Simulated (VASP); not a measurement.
Crystal: Zr.

```
CELL_PARAMETERS angstrom
3.45093 0.00000 0.00000
-1.72547 2.98860 0.00000
0.00000 0.00000 5.35505
ATOMIC_POSITIONS crystal
Zr 0.33333 0.66667 0.25000
Zr 0.66667 0.33333 0.75000
```

| Property | Result |
| --- | --- |
| Program | VASP 6.6.1 |
| Task | relaxation of cell and atoms |
| Functional | PBE |
| Potentials or basis | VASP PAW PBE potentials, release 64 (Zr_sv) |
| Cutoff | 600 eV |
| k mesh | 6 × 6 × 4 |
| Occupations | gaussian, width 0.1 eV |
| Spin | no spin polarisation |

At the start: pressure -11.6 GPa; volume 27.61 Å³/atom.

Problem. How do energy, volume and symmetry change on relaxing?

Solution. Over 6 steps the energy falls by 180.1 meV/atom and the volume is 23.34 Å³/atom (-15.5 %); space group P6_3/mmc (No. 194, to 0.1 Å) before and after.

Step by step:
| step | energy change (eV) | largest force (eV/Å) | pressure (GPa) | volume (Å³) |
| --- | --- | --- | --- | --- |
| 1 | 0.0000 | 0.0000 | -11.64 | 55.23 |
| 2 | -0.0839 | 0.0000 | 15.80 | 40.70 |
| 3 | -0.3545 | 0.0000 | -0.25 | 46.84 |
| 4 | -0.3547 | 0.0000 | 0.07 | 46.68 |
| 5 | -0.3582 | 0.0000 | 0.07 | 46.68 |
| 6 | -0.3602 | 0.0000 | 0.08 | 46.68 |

Final structure:
```
Zr
1.0
     3.22259    0.00000    0.00000
    -1.61130    2.79085    0.00000
     0.00000    0.00000    5.18997
Zr
2
Direct
  0.33333 0.66667 0.25000
  0.66667 0.33333 0.75000
```

Caveat: the volume moved by over 15 % at a fixed basis, so the end points are rough.
